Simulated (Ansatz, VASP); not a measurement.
## TePb in VASP and in Ansatz

The input POSCAR:

```
TePb
1.0
    4.0022870000      0.0000000000      0.0000000000
    0.0000000000      4.0022870000      0.0000000000
    0.0000000000      0.0000000000      4.0022870000
Pb Te
1 1
Direct
    0.0000000000      0.0000000000      0.0000000000
    0.5000000000      0.5000000000      0.5000000000
```

The input INCAR.step1:

```
SYSTEM = TePb
PREC     = Accurate       ! precision mode
ENCUT    = 400            ! plane-wave cutoff, eV
EDIFF    = 1E-5           ! SCF threshold, eV
ISMEAR   = 1              ! smearing method
SIGMA    = 0.1            ! smearing width, eV
LREAL    = .FALSE.        ! projectors in reciprocal space
LASPH    = .TRUE.         ! aspherical terms in the spheres
NELM     = 120            ! most SCF steps
ALGO     = Normal         ! electronic algorithm
ISIF     = 2              ! what is computed and relaxed
LWAVE    = .TRUE.         ! write WAVECAR
LCHARG   = .FALSE.        ! write CHGCAR
GGA      = PE             ! functional
NBANDS   = 17             ! bands
GGA_COMPAT= .FALSE.
```

File INCAR.step2:

```
SYSTEM = TePb
PREC     = Accurate       ! precision mode
ENCUT    = 400            ! plane-wave cutoff, eV
EDIFF    = 1E-6           ! SCF threshold, eV
ISMEAR   = 1              ! smearing method
SIGMA    = 0.1            ! smearing width, eV
LREAL    = .FALSE.        ! projectors in reciprocal space
LASPH    = .TRUE.         ! aspherical terms in the spheres
NELM     = 120            ! most SCF steps
ALGO     = Normal         ! electronic algorithm
ISIF     = 2              ! what is computed and relaxed
LWAVE    = .FALSE.        ! write WAVECAR
LCHARG   = .FALSE.        ! write CHGCAR
GGA      = PE             ! functional
LHFCALC  = .TRUE.         ! exact exchange
AEXX     = 0.25           ! exact-exchange fraction
HFSCREEN = 0.3            ! screening, 1/A
PRECFOCK = Normal       
ISTART   = 1            
NBANDS   = 17             ! bands
GGA_COMPAT= .FALSE.
```

KPOINTS

```
regular mesh
0
G
  4 4 4
  0 0 0
```

Contents of input.yaml:

```yaml
crystal:
  lattice: { a: 4.002287, b: 4.002287, c: 4.002287, alpha: 90.0, beta: 90.0, gamma: 90.0 }
  space_group: 221
  reduce_to_primitive: true
  atoms:
    - { symbol: Pb, wyckoff: "1a", position: [0.0, 0.0, 0.0] }
    - { symbol: Te, wyckoff: "1b", position: [0.5, 0.5, 0.5] }
hamiltonian:
  xc: { exchange: pbe, correlation: pbe, exx: { coeff: 0.25, omega: 0.3 } }
  pseudopotentials: { kind: nc, source: spms }
kpoints:
  mp_grid: { grid: [4, 4, 4] }
scf:
  occupations: { method: methfessel_paxton, width: 0.1 }
  n_extra_bands: 6
output:
  forces: true
  stress: true
  eigenvalues: true
  dos: { projected: false, de: 0.05 }
```

Alike in both runs: functional PBE-based screened hybrid; k mesh 4 × 4 × 4; occupations methfessel-paxton of order 1, width 0.1 eV; no spin polarisation.

```csv
,VASP,Ansatz
version,VASP 6.6.1,Ansatz 0.2.0
potentials or method,"VASP PAW PBE potentials, release 64 (Pb_d, Te)",SPMS NC
plane-wave cutoff (eV),400,680
valence electrons in the cell,20,30
task,single point,density of states
```

|  | VASP | Ansatz | Ansatz less VASP |
| --- | --- | --- | --- |
| gap on the k mesh at the Fermi level (eV) | none | none | - |
| pressure (GPa) | -0.3 | -1.3 | -0.99 |

VASP's potentials were made for PBE, not for PBE-based screened hybrid. A gap of «none» marks a metal or a gap that the smearing closes. The functional is the same, so the differences come from potentials, cutoffs and numerics. VASP's potentials hold 20 valence electrons a cell and Ansatz's 30, so a difference there can come from the potentials and not from the codes.

The k mesh is coarse, so the values compare programs but aren't converged. Spin-orbit coupling is off throughout.
